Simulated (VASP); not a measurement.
# MgO (Immm) in VASP: single point with r2SCAN

Aim: the single point of MgO with r2SCAN.

Everything below comes from runs of VASP 6.6.1. Logs are shortened: lines on timing, memory, paths and dates and some standing lists are left out, and cuts for length are marked.

## (1) The cell of the first run

Symmetry: Immm, No. 71, orthorhombic system. Conventional cell: a = 2.893 Å, b = 3.053 Å, c = 4.204 Å, α = 90.00°, β = 90.00°, γ = 90.00°. Within 3.1 Å of Mg (site symmetry mmm) lie 6 O at 2.10 Å and 12 Mg at 2.89 to 3.05 Å. O (site symmetry mmm) has 6 Mg at 2.10 Å and 12 O at 2.89 to 3.05 Å within 3.1 Å.

## (2) Single point, r2SCAN (shear xy strain +5.4%)

File POSCAR:

```
MgO
1.0
    0.0563380867      2.1021674158      2.1021674158
    2.1021674158      0.0563380867      2.1021674158
    2.1585055026      2.1585055026      0.0000000001
Mg O
1 1
Direct
    0.0000000000      0.0000000000      0.0000000000
    0.5000000000      0.5000000000      0.5000000000
```

File INCAR.step1:

```
SYSTEM = MgO
ALGO = Normal
EDIFF = 1E-5
ENCUT = 920
GGA = PE
GGA_COMPAT = .FALSE.
ISMEAR = 0
LASPH = .TRUE.
LCHARG = .FALSE.
LREAL = .FALSE.
LWAVE = .TRUE.
NBANDS = 15
NELM = 120
PREC = Accurate
SIGMA = 0.01
```

File INCAR.step2:

```
SYSTEM = MgO
ALGO = Normal
EDIFF = 1E-6
ENCUT = 920
GGA_COMPAT = .FALSE.
ISIF = 2
ISMEAR = 0
ISTART = 1
LASPH = .TRUE.
LCHARG = .TRUE.
LELF = .TRUE.
LMIXTAU = .TRUE.
LREAL = .FALSE.
LVHAR = .TRUE.
LWAVE = .FALSE.
METAGGA = R2SCAN
NBANDS = 15
NELM = 120
PREC = Accurate
SIGMA = 0.01
```

File KPOINTS:

```
k-points
0
G
  10 10 10
  0 0 0
```

Potentials or basis: VASP PAW PBE potentials, release 64 (Mg_sv, O).

Launch:

```sh
cat potpaw_PBE.64/Mg_sv/POTCAR potpaw_PBE.64/O/POTCAR > POTCAR
cp INCAR.step1 INCAR
mpirun -np 1 vasp_std > vasp.out
cp INCAR.step2 INCAR
mpirun -np 1 vasp_std > vasp.out
```

OUTCAR:

```text
SYSTEM = MgO
   EDIFF = 1E-6
   ENCUT = 920
   ISIF = 2
   ISMEAR = 0
   ISTART = 1
   LASPH = .TRUE.
   LREAL = .FALSE.
   METAGGA = R2SCAN
   NELM = 120
   PREC = Accurate

 ion  position               nearest neighbor table
   1  0.000  0.000  0.000-   2 2.10   2 2.10   2 2.10   2 2.10   2 2.10   2 2.10
   2  0.500  0.500  0.500-   1 2.10   1 2.10   1 2.10   1 2.10   1 2.10   1 2.10

  LATTYP: Found a body centered orthorhombic cell.
 ALAT       =     2.8932395835
 B/A-ratio  =     1.0550760378
 C/A-ratio  =     1.4531582021

  Lattice vectors:

 A1 = (   2.1021674159,   0.0563380868,  -2.1021674157)
 A2 = (  -2.1021674158,  -0.0563380867,  -2.1021674158)
 A3 = (   0.0563380867,   2.1021674158,   2.1021674158)

Analysis of symmetry for initial positions (statically):
=====================================================================
 Subroutine PRICEL returns:
 Original cell was already a primitive cell.

 Routine SETGRP: Setting up the symmetry group for a
 body centered orthorhombic supercell.

 Subroutine GETGRP returns: Found  8 space group operations
 (whereof  8 operations were pure point group operations)
 out of a pool of  8 trial point group operations.

The static configuration has the point symmetry D_2h.

Analysis of symmetry for dynamics (positions and initial velocities):
=====================================================================
 Subroutine PRICEL returns:
 Original cell was already a primitive cell.

 Routine SETGRP: Setting up the symmetry group for a
 body centered orthorhombic supercell.

 Subroutine GETGRP returns: Found  8 space group operations
 (whereof  8 operations were pure point group operations)
 out of a pool of  8 trial point group operations.

The dynamic configuration has the point symmetry D_2h.

 Subroutine INISYM returns: Found  8 space group operations
 (whereof  8 operations are pure point group operations),
 and found     1 'primitive' translations

----------------------------------------------------------------------------------------

                                     Primitive cell

  volume of cell :      18.5661

  direct lattice vectors                    reciprocal lattice vectors
     0.056338087  2.102167416  2.102167416    -0.244399664  0.244399664  0.237849753
     2.102167416  0.056338087  2.102167416     0.244399664 -0.244399664  0.237849753
     2.158505503  2.158505503  0.000000000     0.231641754  0.231641754 -0.237849753

  length of vectors
     2.973447438  2.973447438  3.052587756     0.419565127  0.419565127  0.404831210

  position of ions in fractional coordinates (direct lattice)
     0.000000000  0.000000000  0.000000000
[... 87 lines left out ...]
   TEBEG  =    0.0;   TEEND  =   0.0 temperature during run
   PSTRESS=    0.0 pullay stress
   NELECT =      16.0000    total number of electrons
   NUPDOWN=      -1.0000    fix difference up-down
   EMIN   =  10.00;   EMAX   =-10.00  energy-range for DOS
   EFERMI =   0.00;   METHOD = LEGACY
   ISMEAR =     0;   SIGMA  =   0.01  broadening in eV -4-tet -1-fermi 0-gaus
   EFERMI_NEDOS =   21; number of points for ismear=-14 and -15
   IALGO  =     38    algorithm
   IMIX   =      4    mixing-type and parameters
     AMIX     =   0.40;   BMIX     =  1.00
     AMIX_MAG =   1.60;   BMIX_MAG =  1.00
  volume/ion in A,a.u.               =       9.28        62.64
  Fermi-wavevector in a.u.,A,eV,Ry     =   1.557907  2.944017 33.022351  2.427074
  Thomas-Fermi vector in A             =   2.661489
   LORBIT       =      0    0 simple, 1 ext, 2 COOP (PROOUT), +10 PAW based schemes
   METAGGA = R2SCAN    functional components
   LHFCALC =     F    Hartree Fock is set to
   AEXX    =    0.0000 exact exchange contribution
   IVDW    =     0    specifies the selected vdW correction
   LEPSILON=     F    determine dielectric tensor
   LRPA    =     F    only Hartree local field effects (RPA)
 non-spin polarized calculation
 Gauss-broadening in eV      SIGMA  =   0.01
  energy-cutoff  :      920.00
  volume of cell :       18.57
 maximum number of plane-waves:      1194
 NGX is ok and might be reduce to    30
   NGX = 15   NGY = 15   NGZ = 15

 number of electron      15.9999997 magnetization

 Free energy of the ion-electron system (eV)
  ---------------------------------------------------
  ext. energy  EPLUGINS =         0.00000000
  ---------------------------------------------------
  free energy    TOTEN  =       -16.12924339 eV

  energy without entropy =      -16.12924339  energy(sigma->0) =      -16.12924339

 E-fermi :   2.8951     XC(G=0): -12.0769

 val. band max:        2.7721433311   @ k =   0.0000   0.0000   0.0000
 cond. band min:       8.2281284641   @ k =   0.0000   0.0000   0.0000
 fundamental gap:      5.4559851330
 Fermi energy:         2.8950882923

 k-point     1 :       0.0000    0.0000    0.0000
  band No.  band energies     occupation
      1     -72.4110      2.00000
      2     -37.5082      2.00000
      3     -37.4963      2.00000
      4     -37.4855      2.00000
      5     -15.6614      2.00000
      6       2.3617      2.00000
      7       2.5482      2.00000
      8       2.7721      2.00000
      9       8.2281      0.00000
     10      18.6684      0.00000
     11      19.4984      0.00000
     12      20.2808      0.00000
     13      23.5252      0.00000
     14      25.4227      0.00000
[... 401 lines left out ...]
      2     -37.5571      2.00000
      3     -37.5306      2.00000
      4     -37.5087      2.00000
      5     -14.4350      2.00000
      6      -1.0063      2.00000
      7       1.1573      2.00000
      8       1.5016      2.00000
      9      12.7724      0.00000
     10      14.2252      0.00000
     11      17.4939      0.00000
     12      21.6152      0.00000
     13      23.0038      0.00000
     14      28.9178      0.00000
     15      31.2233      0.00000

 [... further k-points ...]
[... 5 lines left out ...]
  --------------------------------------------------------------------------------------
  -------------------------------------------------------------------------------------
  Total        0.1042842      0.1042842      0.0260546     -0.9602309     -0.0000000     -0.0000000
  in kB        8.9993071      8.9993071      2.2484109    -82.8640954     -0.0000000     -0.0000000
  external PRESSURE =       6.7490084 kB  Pullay stress =       0.0000000 kB

 VOLUME and BASIS-vectors are now :
 -----------------------------------------------------------------------------
  energy-cutoff  :      920.00
  volume of cell :       18.57
      direct lattice vectors                 reciprocal lattice vectors
     0.056338087  2.102167416  2.102167416    -0.244399664  0.244399664  0.237849753
     2.102167416  0.056338087  2.102167416     0.244399664 -0.244399664  0.237849753
     2.158505503  2.158505503  0.000000000     0.231641754  0.231641754 -0.237849753

 POSITION                                       TOTAL-FORCE (eV/Angst)
 -----------------------------------------------------------------------------------
      0.00000      0.00000      0.00000        -0.000000      0.000000      0.000000
      2.15851      2.15851      2.10217         0.000000      0.000000     -0.000000
 -----------------------------------------------------------------------------------
    total drift:                                0.000000      0.000000      0.000000

  FREE ENERGIE OF THE ION-ELECTRON SYSTEM (eV)
  ---------------------------------------------------
  free  energy   TOTEN  =       -16.1292433915 eV

  energy  without entropy=      -16.1292433915  energy(sigma->0) =      -16.12924339
```

OSZICAR.step1:

```text
N       E                     dE             d eps       ncg     rms          rms(c)
DAV:   1     0.170481599079E+03    0.17048E+03   -0.14329E+04  5130   0.190E+03
DAV:   2    -0.719509497516E+01   -0.17768E+03   -0.16755E+03  6061   0.460E+02
DAV:   3    -0.133524804983E+02   -0.61574E+01   -0.61224E+01  6728   0.813E+01
DAV:   4    -0.134542665842E+02   -0.10179E+00   -0.10177E+00  5859   0.101E+01
DAV:   5    -0.134561049709E+02   -0.18384E-02   -0.18384E-02  6616   0.114E+00    0.862E+00
DAV:   6    -0.118678157661E+02    0.15883E+01   -0.25562E+00  5725   0.148E+01    0.281E+00
DAV:   7    -0.118560375281E+02    0.11778E-01   -0.14730E-01  6159   0.352E+00    0.172E+00
DAV:   8    -0.118461473433E+02    0.98902E-02   -0.39803E-02  6341   0.228E+00    0.359E-01
DAV:   9    -0.118447486918E+02    0.13987E-02   -0.40720E-03  5865   0.596E-01    0.102E-01
DAV:  10    -0.118449368901E+02   -0.18820E-03   -0.30244E-04  6292   0.191E-01    0.476E-02
DAV:  11    -0.118449285329E+02    0.83573E-05   -0.26157E-05  6530   0.504E-02
   1 F= -.11844929E+02 E0= -.11844929E+02  d E =0.000000E+00
```

Run time: 6.5 min. Hardware: 1 thread of Intel Xeon Platinum 8375C at 2.90GHz (Ice Lake), shared host; peak memory 0.24 GiB.

What came out:

* Free energy: -16.1292 eV
* Pressure: 0.7 GPa
* Band gap on the k mesh: 5.46 eV

Stress tensor (GPa, compression positive):
```
 0.90 -8.29  0.00
-8.29  0.90  0.00
 0.00  0.00  0.22
```

Caveat: the cell differs from its parent crystal (shear xy strain +5.4%); the PAW data sets were made with another functional, which shifts forces and pressure a little.
